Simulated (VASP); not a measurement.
# Pd (Im-3m) in VASP: a series of runs

The runs below take Pd through single point, with LDA.

All numbers are computed with VASP 6.6.1; they aren't measurements. Logs are shortened: lines on timing, memory, paths and dates and some standing lists are left out, and cuts for length are marked.

### Step 1. The cell of the first run

The structure is cubic, space group Im-3m (No. 229). Conventional cell: a = 3.136 Å, b = 3.136 Å, c = 3.136 Å, α = 90.00°, β = 90.00°, γ = 90.00°. Pd (site symmetry m-3m) has 14 Pd at 2.72 to 3.14 Å within 3.6 Å.

### Step 2. Single point, LDA (volume scaled by 1.08)

Contents of INCAR:

```
SYSTEM = Pd
ALGO     = Normal         ! electronic algorithm
EDIFF    = 1E-7           ! SCF threshold, eV
ENCUT    = 520            ! plane-wave cutoff, eV
GGA      = CA             ! functional
ISIF     = 2              ! what is computed and relaxed
ISMEAR   = -1             ! smearing method
LASPH    = .TRUE.         ! aspherical terms in the spheres
LCHARG   = .TRUE.         ! write CHGCAR
LELF     = .TRUE.         ! ELF
LREAL    = .FALSE.        ! projectors in reciprocal space
LVHAR    = .TRUE.       
LWAVE    = .FALSE.        ! write WAVECAR
NBANDS   = 11             ! bands
NELM     = 60             ! most SCF steps
PREC     = Accurate       ! precision mode
SIGMA    = 0.1            ! smearing width, eV
```

Contents of KPOINTS:

```
k-points
0
G
  16 16 16
  0 0 0
```

Contents of POSCAR:

```
Pd
1.0
   -1.5681125126      1.5681125126      1.5681125126
    1.5681125126     -1.5681125126      1.5681125126
    1.5681125126      1.5681125126     -1.5681125126
Pd
1
Direct
    0.0000000000      0.0000000000      0.0000000000
```

Potentials or basis: VASP PAW LDA potentials, release 64 (Pd).

Started as:

```bash
$ cat potpaw_LDA.64/Pd/POTCAR > POTCAR
$ mpirun -np 1 vasp_std > vasp.out
```

OUTCAR:

```text
SYSTEM = Pd
   EDIFF = 1E-7
   ENCUT = 520
   GGA = CA
   ISIF = 2
   ISMEAR = -1
   LASPH = .TRUE.
   LREAL = .FALSE.
   NELM = 60
   PREC = Accurate

 ion  position               nearest neighbor table
   1  0.000  0.000  0.000-

  LATTYP: Found a body centered cubic cell.
 ALAT       =     3.1362250252

  Lattice vectors:

 A1 = (  -1.5681125126,   1.5681125126,   1.5681125126)
 A2 = (   1.5681125126,  -1.5681125126,   1.5681125126)
 A3 = (   1.5681125126,   1.5681125126,  -1.5681125126)

Analysis of symmetry for initial positions (statically):
=====================================================================
 Subroutine PRICEL returns:
 Original cell was already a primitive cell.

 Routine SETGRP: Setting up the symmetry group for a
 body centered cubic supercell.

 Subroutine GETGRP returns: Found 48 space group operations
 (whereof 48 operations were pure point group operations)
 out of a pool of 48 trial point group operations.

The static configuration has the point symmetry O_h .

Analysis of symmetry for dynamics (positions and initial velocities):
=====================================================================
 Subroutine PRICEL returns:
 Original cell was already a primitive cell.

 Routine SETGRP: Setting up the symmetry group for a
 body centered cubic supercell.

 Subroutine GETGRP returns: Found 48 space group operations
 (whereof 48 operations were pure point group operations)
 out of a pool of 48 trial point group operations.

The dynamic configuration has the point symmetry O_h .

 Subroutine INISYM returns: Found 48 space group operations
 (whereof 48 operations are pure point group operations),
 and found     1 'primitive' translations

----------------------------------------------------------------------------------------

                                     Primitive cell

  volume of cell :      15.4238

  direct lattice vectors                    reciprocal lattice vectors
    -1.568112513  1.568112513  1.568112513     0.000000000  0.318854671  0.318854671
     1.568112513 -1.568112513  1.568112513     0.318854671  0.000000000  0.318854671
     1.568112513  1.568112513 -1.568112513     0.318854671  0.318854671  0.000000000

  length of vectors
     2.716050544  2.716050544  2.716050544     0.450928601  0.450928601  0.450928601

  position of ions in fractional coordinates (direct lattice)
     0.000000000  0.000000000  0.000000000

[... 73 lines left out ...]
   ENCUT  =  520.0 eV  38.22 Ry    6.18 a.u.   5.05  5.05  5.05*2*pi/ulx,y,z
   NELM   =     60;   NELMIN=  2; NELMDL= -5     # of ELM steps
   EDIFF  = 0.1E-06   stopping-criterion for ELM
   LREAL  =      F    real-space projection
   EDIFFG = 0.1E-05   stopping-criterion for IOM
   NSW    =      0    number of steps for IOM
   IBRION =     -1    ionic relax: 0-MD 1-quasi-New 2-CG
   NFREE  =      0    steps in history (QN), initial steepest desc. (CG)
   ISIF   =      2    stress and relaxation
   ISYM   =      2    0-nonsym 1-usesym 2-fastsym
   POTIM  = 0.5000    time-step for ionic-motion
   TEBEG  =    0.0;   TEEND  =   0.0 temperature during run
   PSTRESS=    0.0 pullay stress
   NELECT =      10.0000    total number of electrons
   NUPDOWN=      -1.0000    fix difference up-down
   EMIN   =  10.00;   EMAX   =-10.00  energy-range for DOS
   EFERMI =   0.00;   METHOD = LEGACY
   ISMEAR =    -1;   SIGMA  =   0.10  broadening in eV -4-tet -1-fermi 0-gaus
   EFERMI_NEDOS =   21; number of points for ismear=-14 and -15
   IALGO  =     38    algorithm
   IMIX   =      4    mixing-type and parameters
     AMIX     =   0.40;   BMIX     =  1.00
     AMIX_MAG =   1.60;   BMIX_MAG =  1.00
  volume/ion in A,a.u.               =      15.42       104.09
  Fermi-wavevector in a.u.,A,eV,Ry     =   1.416917  2.677584 27.315772  2.007653
  Thomas-Fermi vector in A             =   2.538201
   LORBIT       =      0    0 simple, 1 ext, 2 COOP (PROOUT), +10 PAW based schemes
   GGA     = CA    functional components
   LHFCALC =     F    Hartree Fock is set to
   AEXX    =    0.0000 exact exchange contribution
   IVDW    =     0    specifies the selected vdW correction
   LEPSILON=     F    determine dielectric tensor
   LRPA    =     F    only Hartree local field effects (RPA)
 non-spin polarized calculation
  energy-cutoff  :      520.00
  volume of cell :       15.42
 maximum number of plane-waves:       429
   NGX = 11   NGY = 11   NGZ = 11

 number of electron      10.0000006 magnetization

 Free energy of the ion-electron system (eV)
  ---------------------------------------------------
  ext. energy  EPLUGINS =         0.00000000
  ---------------------------------------------------
  free energy    TOTEN  =        -6.40357723 eV

  energy without entropy =       -6.35945431  energy(sigma->0) =       -6.38151577

 E-fermi :   8.8568     XC(G=0): -13.2422

 val. band max:        8.8512334184   @ k =  -0.3750   0.4375   0.1250
 cond. band min:       8.8761021839   @ k =   0.5000   0.5000   0.4375
 fundamental gap:      0.0248687656
 Fermi energy:         8.8568259060

 k-point     1 :       0.0000    0.0000    0.0000
  band No.  band energies     occupation
      1       1.9560      2.00000
      2       6.0528      2.00000
      3       6.0528      2.00000
      4       6.0528      2.00000
      5       7.9662      1.99973
      6       7.9662      1.99973
      7      28.0643      0.00000
      8      28.0643      0.00000
      9      28.0643      0.00000
     10      34.9764      0.00000
     11      36.2371      0.00000
[... 309 lines left out ...]
 k-point    24 :       0.2500    0.1875    0.0000
  band No.  band energies     occupation
      1       4.5624      2.00000
      2       5.3367      2.00000
      3       6.2035      2.00000
      4       7.6313      1.99999
      5       8.2778      1.99390
      6      10.3388      0.00000
      7      20.6324      0.00000
      8      22.3050      0.00000
      9      26.5326      0.00000
     10      30.9937      0.00000
     11      34.6518      0.00000

 [... further k-points ...]
[... 5 lines left out ...]
  --------------------------------------------------------------------------------------
  -------------------------------------------------------------------------------------
  Total       -1.3059314     -1.3059314     -1.3059314      0.0000000     -0.0000000      0.0000000
  in kB     -135.6560918   -135.6560918   -135.6560918      0.0000000     -0.0000000      0.0000000
  external PRESSURE =    -135.6560918 kB  Pullay stress =       0.0000000 kB

 VOLUME and BASIS-vectors are now :
 -----------------------------------------------------------------------------
  energy-cutoff  :      520.00
  volume of cell :       15.42
      direct lattice vectors                 reciprocal lattice vectors
    -1.568112513  1.568112513  1.568112513     0.000000000  0.318854671  0.318854671
     1.568112513 -1.568112513  1.568112513     0.318854671  0.000000000  0.318854671
     1.568112513  1.568112513 -1.568112513     0.318854671  0.318854671  0.000000000

 POSITION                                       TOTAL-FORCE (eV/Angst)
 -----------------------------------------------------------------------------------
      0.00000      0.00000      0.00000         0.000000      0.000000     -0.000000
 -----------------------------------------------------------------------------------
    total drift:                                0.000000      0.000000      0.000000

  FREE ENERGIE OF THE ION-ELECTRON SYSTEM (eV)
  ---------------------------------------------------
  free  energy   TOTEN  =        -6.4035772300 eV

  energy  without entropy=       -6.3594543106  energy(sigma->0) =       -6.38151577
```

OSZICAR:

```text
N       E                     dE             d eps       ncg     rms          rms(c)
DAV:   1     0.417766207339E+02    0.41777E+02   -0.50585E+03  3198   0.842E+02
DAV:   2    -0.613559563628E+01   -0.47912E+02   -0.46487E+02  3589   0.182E+02
DAV:   3    -0.671072778223E+01   -0.57513E+00   -0.57299E+00  3819   0.213E+01
DAV:   4    -0.671329974947E+01   -0.25720E-02   -0.25716E-02  3860   0.149E+00
DAV:   5    -0.671332853572E+01   -0.28786E-04   -0.28785E-04  4103   0.138E-01    0.711E+00
DAV:   6    -0.641732673727E+01    0.29600E+00   -0.13523E+00  3910   0.916E+00    0.335E+00
DAV:   7    -0.640787704191E+01    0.94497E-02   -0.76934E-03  3969   0.741E-01    0.185E+00
DAV:   8    -0.640356963881E+01    0.43074E-02   -0.11512E-03  3956   0.262E-01    0.385E-02
DAV:   9    -0.640357492116E+01   -0.52823E-05   -0.16108E-05  4471   0.324E-02    0.119E-02
DAV:  10    -0.640357724670E+01   -0.23255E-05   -0.12337E-06  3948   0.108E-02    0.187E-03
DAV:  11    -0.640357722995E+01    0.16742E-07   -0.25756E-08  2795   0.117E-03
   1 F= -.64035772E+01 E0= -.63815158E+01  d E =-.441229E-01
```

Wall time 7.2 s (1 thread of Intel Xeon 6975P-C (Granite Rapids), shared host); peak memory 0.13 GiB.

What came out:

- Free energy: -6.4036 eV
- Pressure: -13.6 GPa
- Band gap on the k mesh: zero (band 5 reaches 9.42 eV, above the bottom of band 6 at 7.87 eV)

Levels at points of the mesh, in eV from the Fermi level:
| k point | band 2 | band 3 | band 4 | band 5 | band 6 | band 7 | band 8 | band 9 |
| --- | --- | --- | --- | --- | --- | --- | --- | --- |
| (0.00, 0.00, 0.00) | -2.80 | -2.80 | -2.80 | -0.89 | -0.89 | 19.21 | 19.21 | 19.21 |
| (0.50, 0.00, 0.00) | -3.93 | -0.97 | -0.67 | 0.56 | 1.40 | 7.51 | 14.96 | 17.23 |
| (0.50, 0.50, 0.50) | -4.92 | 0.19 | 0.19 | 0.19 | 8.94 | 8.94 | 8.94 | 16.85 |

Caveat: the cell differs from its parent crystal (volume scaled by 1.08).

### Step 3. Single point, LDA (volume scaled by 1.12)

Contents of INCAR:

```
SYSTEM = Pd
PREC     = Accurate       ! precision mode
ENCUT    = 520            ! plane-wave cutoff, eV
EDIFF    = 1E-6           ! SCF threshold, eV
ISMEAR   = -1             ! smearing method
SIGMA    = 0.1            ! smearing width, eV
LREAL    = .False.        ! projectors in reciprocal space
LASPH    = .True.         ! aspherical terms in the spheres
NELM     = 80             ! most SCF steps
ALGO     = Normal         ! electronic algorithm
ISIF     = 2              ! what is computed and relaxed
LWAVE    = .False.        ! write WAVECAR
LCHARG   = .False.        ! write CHGCAR
NBANDS   = 11             ! bands
```

Contents of KPOINTS:

```
regular mesh
0
Gamma
  16 16 16
  0 0 0
```

Contents of POSCAR:

```
Pd
1.0
   -1.5872377208      1.5872377208      1.5872377208
    1.5872377208     -1.5872377208      1.5872377208
    1.5872377208      1.5872377208     -1.5872377208
Pd
1
Direct
    0.0000000000      0.0000000000      0.0000000000
```

Potentials or basis: VASP PAW LDA potentials, release 64 (Pd).

Started as:

```bash
$ cat potpaw_LDA.64/Pd/POTCAR > POTCAR
$ mpirun -np 1 vasp_std > vasp.out
```

It took 6.5 s on 1 thread of Intel Xeon 6975P-C (Granite Rapids), shared host; peak memory 0.14 GiB.

Results (log left out):

| Property | Result |
| --- | --- |
| Free energy | -6.3470 eV |
| Pressure | -18.2 GPa |
| Band gap on the k mesh | zero (band 5 reaches 8.80 eV, above the bottom of band 6 at 7.35 eV) |

Levels at points of the mesh, in eV from the Fermi level:
```
           k point  band 3  band 4  band 5  band 6  band 7  band 8
(0.00, 0.00, 0.00)   -2.65   -2.65   -0.84   -0.84   19.12   19.12
(0.50, 0.00, 0.00)   -0.92   -0.64    0.52    1.46    7.22   14.85
(0.50, 0.50, 0.50)    0.18    0.18    0.18    8.80    8.80    8.80
```

Caveat: the cell differs from its parent crystal (volume scaled by 1.12).

### Step 4. Single point, LDA

This run uses another cell than the first one, of 14.28 Å³/atom, 0.926 times its volume.

Contents of INCAR:

```
SYSTEM = Pd
PREC = Accurate
ENCUT = 520
EDIFF = 1E-6
ISMEAR = -1
SIGMA = 0.1
LREAL = .FALSE.
LASPH = .TRUE.
NELM = 60
ALGO = Normal
ISIF = 2
LWAVE = .FALSE.
LCHARG = .TRUE.
GGA = CA
LELF = .TRUE.
LVHAR = .TRUE.
NBANDS = 11
```

Contents of KPOINTS:

```
Automatic mesh
0
G
  24 24 24
  0 0 0
```

Contents of POSCAR:

```
Pd
1.0
   -1.5283962675      1.5283962675      1.5283962675
    1.5283962675     -1.5283962675      1.5283962675
    1.5283962675      1.5283962675     -1.5283962675
Pd
1
Direct
    0.0000000000      0.0000000000      0.0000000000
```

Started as:

```bash
$ cat potpaw_LDA.64/Pd/POTCAR > POTCAR
$ mpirun -np 1 vasp_std > vasp.out
```

It took 18 s on 1 thread of Intel Xeon 6975P-C (Granite Rapids), shared host; peak memory 0.17 GiB.

The run converged. Its results:

- Free energy: -6.4565 eV
- Pressure: 0.1 GPa
- Band gap on the k mesh: zero (band 5 reaches 10.81 eV, above the bottom of band 6 at 9.02 eV)

Levels at points of the mesh, in eV from the Fermi level:
```
           k point  band 1  band 2  band 3  band 4  band 5  band 6  band 7  band 8  band 9  band 10
(0.00, 0.00, 0.00)   -7.48   -3.15   -3.15   -3.15   -1.00   -1.00   19.38   19.38   19.38    25.80
(0.50, 0.00, 0.00)   -5.62   -4.43   -1.08   -0.74    0.66    1.27    8.19   15.15   18.04    24.95
(0.50, 0.50, 0.50)   -5.56   -5.56    0.25    0.25    0.25    9.25    9.25    9.25   18.18    18.18
```

### Step 5. Summary

```csv
cell,k mesh,gap on the mesh (eV),pressure (GPa)
"a = 2.716 Å, angles 109.5°, 1 atom",16 × 16 × 16,none,-13.6
"a = 2.749 Å, angles 109.5°, 1 atom",16 × 16 × 16,none,-18.2
"a = 2.647 Å, angles 109.5°, 1 atom",24 × 24 × 24,none,0.1
```

Alike in all rows: task single point; level LDA; potentials or basis VASP PAW LDA potentials, release 64 (Pd); no spin polarisation; cutoff (eV) 520; smearing fermi-dirac 0.1 eV.

Absolute energies hang on the potentials; compare differences alone.
